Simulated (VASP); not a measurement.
Al8B4P9N3: single point with PBEsol

The system is Al8B4P9N3.

```
B N Al P
1.0
    -4.90707   -4.85126    0.01248
    -0.00300    4.84178    4.93527
    -4.87461    4.83129   -4.92179
B N Al P
4 3 8 9
Direct
  0.47644 0.02794 0.97709
  0.06522 0.02963 0.97569
  0.64608 0.31224 0.37495
  0.31926 0.62891 0.66549
  0.32719 0.15261 0.91313
  0.64831 0.31893 0.56473
  0.19387 0.36790 0.61464
  0.84999 0.21154 0.64538
  0.34984 0.19488 0.68032
  0.18181 0.34007 0.38582
  0.48619 0.46279 0.99644
  0.00110 0.50302 0.01746
  0.81091 0.62524 0.64125
  0.66862 0.83959 0.30077
  0.15697 0.82531 0.32977
  0.81575 0.15811 0.91202
  0.51541 0.46883 0.26629
  0.94833 0.45461 0.28936
  0.34924 0.69702 0.90557
  0.85467 0.70615 0.91708
  0.63827 0.82523 0.57615
  0.18836 0.82001 0.59695
  0.49612 0.02591 0.21732
  0.02277 0.02702 0.21067
```

```json
{
 "Program": "VASP 6.6.1",
 "Task": "single point",
 "Functional": "PBEsol",
 "Potentials or basis": "VASP PAW PBE potentials, release 64 (B, N, Al, P)",
 "Cutoff": "520 eV",
 "k mesh": "2 × 2 × 2, shifted",
 "Occupations": "gaussian, width 0.1 eV",
 "Spin": "no spin polarisation",
 "Dipole correction": "no",
 "Further INCAR settings": "LREAL = Auto; ALGO = Normal; EDIFF = 1e-06; NBANDS = 66; ISYM = 0"
}
```

```
Pressure               : 0.2 GPa
Largest force          : 0.038 eV/Å
Band gap on the k mesh : 0.79 eV
```

Forces in eV/Å, atoms in the order of the input:
```
B   -0.012  0.005  0.021
B    0.012  0.014 -0.019
B    0.017 -0.006 -0.003
B   -0.014  0.010  0.013
N    0.002 -0.020 -0.005
N   -0.021  0.025 -0.013
N    0.012 -0.015 -0.013
Al  -0.003  0.012  0.001
Al   0.004 -0.018  0.033
Al  -0.009  0.007 -0.014
Al  -0.013  0.012  0.002
Al   0.007 -0.006  0.019
Al   0.001 -0.001 -0.014
Al  -0.014  0.007 -0.008
Al  -0.001  0.004  0.007
P    0.014 -0.009 -0.014
P    0.007 -0.018  0.003
P    0.011  0.003 -0.008
P    0.007  0.002 -0.012
P   -0.006  0.000  0.015
P    0.013 -0.008  0.008
P   -0.005 -0.002 -0.021
P   -0.002  0.004  0.010
P   -0.004 -0.002  0.012
```

Stress tensor (GPa, compression positive):
```
 0.23  0.02 -0.04
 0.02  0.19  0.00
-0.04  0.00  0.29
```

Levels at points of the mesh, in eV from the valence-band top:
```
           k point  band 44  band 45  band 46  band 47  band 48  band 49  band 50  band 51  band 52  band 53
(0.25, 0.25, 0.25)    -1.45    -1.00    -0.82    -0.59    -0.45     1.30     1.83     1.93     2.16     2.60
```

It took 6.6 min on 1 thread of Intel Xeon 8259CL, on a shared host, peak memory 0.46 GiB.

Caveat: semilocal functionals underestimate gaps, and a narrow one can read as zero; the PAW data sets were made with another functional, which shifts forces and pressure a little; a shifted mesh leaves out Γ, where band edges can lie. A k mesh can miss the band edges.
